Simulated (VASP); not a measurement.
**F: single point with PBEsol**

The system is F.

```xyz
4
Lattice="3.2389 -1.8615 -0.2498 3.2389 1.8615 -0.2498 -2.4354 0.0000 7.4548" Properties=species:S:1:pos:R:3 pbc="T T T"
F     0.3596    0.0000    0.5392
F     3.6828    0.0000    6.4160
F     1.8031    0.0000    4.1755
F     2.2393    0.0000    2.7797
```

| Property | Result |
| --- | --- |
| Program | VASP 6.6.1 |
| Task | single point |
| Functional | PBEsol |
| Potentials or basis | VASP PAW PBE potentials, release 64 (F) |
| Cutoff | 520 eV |
| k mesh | 4 × 4 × 2 |
| Occupations | gaussian, width 0.05 eV |
| Spin | no spin polarisation |

* Pressure: 2.9 GPa
* Largest force: 6.127 eV/Å
* Band gap on the k mesh: 2.11 eV, indirect (least direct gap 2.15 eV)

Forces in eV/Å, atoms in the order of the input:
```
F    3.369  0.000  5.117
F   -3.369  0.000 -5.117
F    0.469  0.000 -1.559
F   -0.469  0.000  1.559
```

Stress tensor (GPa, compression positive):
```
 3.59  0.00  7.95
 0.00 -0.52  0.00
 7.95  0.00  5.59
```

Levels at points of the mesh, in eV from the valence-band top:
```tsv
k point	band 10	band 11	band 12	band 13	band 14	band 15	band 16	band 17	band 18	band 19
(0.00, 0.00, 0.00)	-3.57	-0.74	-0.67	-0.14	-0.04	2.11	5.14	8.02	10.51	11.13
(0.50, 0.00, 0.00)	-3.64	-0.81	-0.74	-0.17	-0.07	2.19	5.19	11.65	11.65	13.17
(0.50, 0.50, 0.00)	-3.65	-0.77	-0.68	-0.06	0.00	2.17	5.16	12.03	12.09	12.16
(0.00, 0.00, 0.50)	-3.57	-0.75	-0.67	-0.14	-0.04	2.13	5.06	8.78	8.93	13.76
(0.50, 0.00, 0.50)	-3.64	-0.82	-0.73	-0.17	-0.05	2.17	5.20	11.45	12.28	12.62
(0.50, 0.50, 0.50)	-3.65	-0.79	-0.67	-0.08	-0.01	2.18	5.16	11.60	11.62	13.35
```

Wall time 56 s on 1 thread of Intel Xeon 8259CL (shared host), peak memory 0.19 GiB.

Caveat: the k points lie up to 0.50 Å⁻¹ apart; the PAW data sets were made with another functional, which shifts forces and pressure a little. A k mesh can miss the band edges.
